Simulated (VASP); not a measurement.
# GaAs (I-4m2) in VASP: further runs, part 2 of 2

VASP 6.6.1. Earlier steps stand in the parts before.

### 3 Electric field gradients, LDA (zz strain of -3 %)

INCAR

```
PREC = Accurate
ENCUT = 520
EDIFF = 1E-8
ISMEAR = -1
SIGMA = 0.05
LREAL = False
LASPH = True
NELM = 80
ALGO = Normal
ISIF = 2
LWAVE = False
LCHARG = False
LEFG = True
NBANDS = 16
```

KPOINTS

```
regular mesh
0
Gamma
  11 11 11
```

POSCAR

```
GaAs
1.0
    0.0000000000      2.8268500000      2.7420445000
    2.8268500000      0.0000000000      2.7420445000
    2.8268500000      2.8268500000      0.0000000000
Ga As
1 1
Direct
    0.0000000000      0.0000000000      0.0000000000
    0.7500000000      0.7500000000      0.7500000000
```

Potentials or basis: VASP PAW LDA potentials, release 64 (Ga_d, As).

On the command line:

```
> cat potpaw_LDA.64/Ga_d/POTCAR potpaw_LDA.64/As/POTCAR > POTCAR
> mpirun -np 1 vasp_std > vasp.out
```

OUTCAR:

```text
PREC = Accurate
   ENCUT = 520
   EDIFF = 1E-8
   ISMEAR = -1
   LREAL = False
   LASPH = True
   NELM = 80
   ISIF = 2

 ion  position               nearest neighbor table
   1  0.000  0.000  0.000-   2 2.42   2 2.42   2 2.42   2 2.42
   2  0.750  0.750  0.750-   1 2.42   1 2.42   1 2.42   1 2.42

  LATTYP: Found a body centered tetragonal cell.
 ALAT       =     3.9977696088
 C/A-ratio  =     1.3717871555

  Lattice vectors:

 A1 = (   0.0000000000,  -2.8268500000,  -2.7420445000)
 A2 = (   0.0000000000,   2.8268500000,  -2.7420445000)
 A3 = (   2.8268500000,   0.0000000000,   2.7420445000)

Analysis of symmetry for initial positions (statically):
=====================================================================
 Subroutine PRICEL returns:
 Original cell was already a primitive cell.

 Routine SETGRP: Setting up the symmetry group for a
 body centered tetragonal supercell.

 Subroutine GETGRP returns: Found  8 space group operations
 (whereof  8 operations were pure point group operations)
 out of a pool of 16 trial point group operations.

The static configuration has the point symmetry D_2d.

Analysis of symmetry for dynamics (positions and initial velocities):
=====================================================================
 Subroutine PRICEL returns:
 Original cell was already a primitive cell.

 Routine SETGRP: Setting up the symmetry group for a
 body centered tetragonal supercell.

 Subroutine GETGRP returns: Found  8 space group operations
 (whereof  8 operations were pure point group operations)
 out of a pool of 16 trial point group operations.

[... 158 lines left out ...]
      2     -10.8924      2.00000
      3     -10.8853      2.00000
      4     -10.8065      2.00000
      5     -10.8027      2.00000
      6      -8.8891      2.00000
[... 433 lines left out ...]
      3     -10.8681      2.00000
      4     -10.8051      2.00000
      5     -10.8049      2.00000
      6      -7.9021      2.00000
[... 8 lines left out ...]
     15      14.2409      0.00000
     16      15.0911      0.00000

 [... further k-points ...]

------------------------ aborting loop because EDIFF is reached ----------------------------------------

  FORCE on cell =-STRESS in cart. coord.  units (eV):
  Direction    XX          YY          ZZ          XY          YZ          ZX
  --------------------------------------------------------------------------------------
  -------------------------------------------------------------------------------------
  Total       -0.0093288     -0.0093288      0.4894927      0.0000000     -0.0000000      0.0000000
  in kB       -0.3410571     -0.3410571     17.8956215      0.0000000     -0.0000000      0.0000000
  external PRESSURE =       5.7378357 kB  Pullay stress =       0.0000000 kB

 VOLUME and BASIS-vectors are now :
 -----------------------------------------------------------------------------
  energy-cutoff  :      520.00
  volume of cell :       43.82
      direct lattice vectors                 reciprocal lattice vectors
     0.000000000  2.826850000  2.742044500    -0.176875321  0.176875321  0.182345691
     2.826850000  0.000000000  2.742044500     0.176875321 -0.176875321  0.182345691
     2.826850000  2.826850000  0.000000000     0.176875321  0.176875321 -0.182345691

 POSITION                                       TOTAL-FORCE (eV/Angst)
 -----------------------------------------------------------------------------------
      0.00000      0.00000      0.00000        -0.000000     -0.000000      0.000000
      4.24027      4.24027      4.11307         0.000000      0.000000     -0.000000
 -----------------------------------------------------------------------------------
    total drift:                                0.000000      0.000000      0.000001

  FREE ENERGIE OF THE ION-ELECTRON SYSTEM (eV)
  ---------------------------------------------------
  free  energy   TOTEN  =        -9.6360684700 eV

  energy  without entropy=       -9.6360560528  energy(sigma->0) =       -9.63606226

 Electric field gradients (V/A^2)
---------------------------------------------------------------------
 ion       V_xx      V_yy      V_zz      V_xy      V_xz      V_yz
---------------------------------------------------------------------
   1      -2.572    -2.572     5.143    -0.001    -0.004    -0.004
   2       3.542     3.542    -7.084     0.000     0.000     0.000
---------------------------------------------------------------------

 Electric field gradients after diagonalization (V/A^2)
 (convention: |V_zz| > |V_xx| > |V_yy|)
----------------------------------------------------------------------
 ion       V_xx      V_yy      V_zz     asymmetry (V_yy - V_xx)/ V_zz
----------------------------------------------------------------------
   1      -2.573    -2.570     5.143       0.001
   2       3.542     3.542    -7.084       0.000
----------------------------------------------------------------------

           NMR quadrupolar parameters

 Cq : quadrupolar parameter    Cq=e*Q*V_zz/h
 eta: asymmetry parameters     (V_yy - V_xx)/ V_zz
 Q  : nuclear electric quadrupole moment in mb (millibarn)
----------------------------------------------------------------------
 ion       Cq(MHz)       eta       Q (mb)
----------------------------------------------------------------------
   1       0.012       0.001       1.000
   2      -0.017       0.000       1.000
----------------------------------------------------------------------
```

Wall time 53 s (1 thread of Intel Xeon Platinum 8488C (Sapphire Rapids), shared host); peak memory 0.22 GiB.

Results:

- Free energy: -9.6361 eV
- Pressure: 0.6 GPa
- Band gap on the k mesh: 0.44 eV
- Largest electric field gradient by atom: Ga +5.1; As -7.1 V/Å²

Electric field gradients, principal values (V/Å²):
| atom | least | middle | greatest (by size) |
| --- | --- | --- | --- |
| 1 Ga | -2.570 | -2.573 | 5.143 |
| 2 As | 3.542 | 3.542 | -7.084 |

Caveat: the cell differs from its parent crystal (zz strain of -3 %); without QUAD_EFG the Cq values of the log hold for a quadrupole moment of 1 mb, not for the nuclei; an odd mesh through Γ misses points on the zone boundary, where band edges can lie.

### 4 Electric field gradients, LDA (zz strain of -2 %)

INCAR

```
SYSTEM = GaAs
PREC = Accurate ; ENCUT = 520
EDIFF = 1E-8 ; ISMEAR = -1
SIGMA = 0.05 ; LREAL = .False.
LASPH = .True. ; NELM = 100
ALGO = Normal ; ISIF = 2
LWAVE = .False. ; LCHARG = .False.
LEFG = .True. ; NBANDS = 16
```

KPOINTS

```
Automatic mesh
0
Gamma
  11 11 11
  0 0 0
```

POSCAR

```
GaAs
1.0
    0.0000000000      2.8268500000      2.7703130000
    2.8268500000      0.0000000000      2.7703130000
    2.8268500000      2.8268500000      0.0000000000
Ga As
1 1
Direct
    0.0000000000      0.0000000000      0.0000000000
    0.7500000000      0.7500000000      0.7500000000
```

Potentials or basis: VASP PAW LDA potentials, release 64 (Ga_d, As).

On the command line:

```
> cat potpaw_LDA.64/Ga_d/POTCAR potpaw_LDA.64/As/POTCAR > POTCAR
> mpirun -np 1 vasp_std > vasp.out
```

OUTCAR:

```text
SYSTEM = GaAs
   PREC = Accurate
   ENCUT = 520
   EDIFF = 1E-8
   ISMEAR = -1
   LREAL = .False.
   LASPH = .True.
   NELM = 100
   ISIF = 2

 ion  position               nearest neighbor table
   1  0.000  0.000  0.000-   2 2.43   2 2.43   2 2.43   2 2.43
   2  0.750  0.750  0.750-   1 2.43   1 2.43   1 2.43   1 2.43

  LATTYP: Found a body centered tetragonal cell.
 ALAT       =     3.9977696088
 C/A-ratio  =     1.3859292911

  Lattice vectors:

 A1 = (   0.0000000000,  -2.8268500000,  -2.7703130000)
 A2 = (   0.0000000000,   2.8268500000,  -2.7703130000)
 A3 = (   2.8268500000,   0.0000000000,   2.7703130000)

Analysis of symmetry for initial positions (statically):
=====================================================================
 Subroutine PRICEL returns:
 Original cell was already a primitive cell.

 Routine SETGRP: Setting up the symmetry group for a
[... 645 lines left out ...]
  energy-cutoff  :      520.00
  volume of cell :       44.28
      direct lattice vectors                 reciprocal lattice vectors
     0.000000000  2.826850000  2.770313000    -0.176875321  0.176875321  0.180485021
     2.826850000  0.000000000  2.770313000     0.176875321 -0.176875321  0.180485021
     2.826850000  2.826850000  0.000000000     0.176875321  0.176875321 -0.180485021

 POSITION                                       TOTAL-FORCE (eV/Angst)
 -----------------------------------------------------------------------------------
      0.00000      0.00000      0.00000        -0.000000     -0.000000     -0.000000
      4.24027      4.24027      4.15547         0.000000      0.000000      0.000000
 -----------------------------------------------------------------------------------
    total drift:                               -0.000000     -0.000000      0.000002

  FREE ENERGIE OF THE ION-ELECTRON SYSTEM (eV)
  ---------------------------------------------------
  free  energy   TOTEN  =        -9.6394981434 eV

  energy  without entropy=       -9.6394789342  energy(sigma->0) =       -9.63948854

 Electric field gradients (V/A^2)
---------------------------------------------------------------------
 ion       V_xx      V_yy      V_zz      V_xy      V_xz      V_yz
---------------------------------------------------------------------
   1      -1.688    -1.688     3.376    -0.002    -0.004    -0.004
   2       2.371     2.371    -4.741     0.000     0.000     0.000
---------------------------------------------------------------------

 Electric field gradients after diagonalization (V/A^2)
 (convention: |V_zz| > |V_xx| > |V_yy|)
----------------------------------------------------------------------
 ion       V_xx      V_yy      V_zz     asymmetry (V_yy - V_xx)/ V_zz
----------------------------------------------------------------------
   1      -1.690    -1.686     3.376       0.001
   2       2.371     2.370    -4.741       0.000
----------------------------------------------------------------------

           NMR quadrupolar parameters

 Cq : quadrupolar parameter    Cq=e*Q*V_zz/h
 eta: asymmetry parameters     (V_yy - V_xx)/ V_zz
 Q  : nuclear electric quadrupole moment in mb (millibarn)
----------------------------------------------------------------------
 ion       Cq(MHz)       eta       Q (mb)
----------------------------------------------------------------------
   1       0.008       0.001       1.000
   2      -0.011       0.000       1.000
----------------------------------------------------------------------
```

It took 56 s on 1 thread of Intel Xeon Platinum 8488C (Sapphire Rapids), shared host; peak memory 0.22 GiB.

What came out:

| Property | Result |
| --- | --- |
| Free energy | -9.6395 eV |
| Pressure | -0.2 GPa |
| Band gap on the k mesh | 0.41 eV |
| Largest electric field gradient by atom | Ga +3.4; As -4.7 V/Å² |

Stress tensor (GPa, compression positive):
```
-0.60  0.00  0.00
 0.00 -0.60  0.00
 0.00  0.00  0.63
```

Electric field gradients, principal values (V/Å²):
| atom | least | middle | greatest (by size) |
| --- | --- | --- | --- |
| 1 Ga | -1.686 | -1.690 | 3.376 |
| 2 As | 2.370 | 2.371 | -4.741 |

Caveat: the cell differs from its parent crystal (zz strain of -2 %); without QUAD_EFG the Cq values of the log hold for a quadrupole moment of 1 mb, not for the nuclei; an odd mesh through Γ misses points on the zone boundary, where band edges can lie.
